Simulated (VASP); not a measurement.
Write the native input for VASP 6.6.1 that does the following.

| Item | Value |
| --- | --- |
| Task | single point |
| Functional | PBE |
| Potentials or basis | VASP PAW PBE potentials, release 64 (C, Si) |
| Cutoff | 640 eV |
| k mesh | 9 × 9 × 1 |
| Occupations | gaussian, width 0.05 eV |
| Spin | no spin polarisation |
| Dipole correction | yes |
| Electric field (eV/Å) | -1.5 eV/Å |
| Second try | not_converged |
| Further INCAR settings | ALGO = Normal; EDIFF = 1e-06; NBANDS = 36; AMIX = 0.1; BMIX = 0.0001; NELMDL = -8; EFIELD = -1.5 |

The structure of SiC lies in POSCAR:

```
SiC
1.0
    3.0917664104      0.0000000000      0.0000000000
   -1.5458832052      2.6775482539      0.0000000000
    0.0000000000      0.0000000000     28.3148762731
C Si
6 6
Direct
    0.3333333333      0.6666666667      0.2648784310
    0.6666666667      0.3333333333      0.3544783487
    0.3333333333      0.6666666667      0.4440782665
    0.6666666667      0.3333333333      0.5336781842
    0.3333333333      0.6666666667      0.6232781020
    0.6666666667      0.3333333333      0.7128780198
    0.6666666667      0.3333333333      0.2871219802
    0.3333333333      0.6666666667      0.3767218980
    0.6666666667      0.3333333333      0.4663218158
    0.3333333333      0.6666666667      0.5559217335
    0.6666666667      0.3333333333      0.6455216513
    0.3333333333      0.6666666667      0.7351215690
```

These files were run (other wordings do the same):

INCAR

```
ALGO = Normal
AMIX = 0.1
AMIX_MAG = 0.4
BMIX = 1E-4
BMIX_MAG = 1E-4
DIPOL = 0.5 0.5 0.500
EDIFF = 1E-6
EFIELD = -1.5
ENCUT = 640
GGA = PE
GGA_COMPAT = False
IDIPOL = 3
ISIF = 2
ISMEAR = 0
KPAR = 4
LASPH = True
LCHARG = False
LDIPOL = True
LREAL = False
LWAVE = False
NBANDS = 36
NELM = 300
NELMDL = -8
PREC = Accurate
SIGMA = 0.05
```

KPOINTS

```
k-points
0
Gamma
  9 9 1
```

Potentials or basis: VASP PAW PBE potentials, release 64 (C, Si).

Launch:

```console
$ cat potpaw_PBE.64/C/POTCAR potpaw_PBE.64/Si/POTCAR > POTCAR
$ mpirun -np 4 vasp_std > vasp.out
```

Results of the run:

```json
{
  "Largest force": "2.323 eV/Å",
  "Band gap on the k mesh": "zero (bands 24 and 25 overlap by 0.33 eV)"
}
```

Wall time 6.9 min on 4 MPI ranks on Intel(R) Xeon(R) 6975P-C (Granite Rapids), with other jobs on the host, peak memory 0.49 GiB a rank.
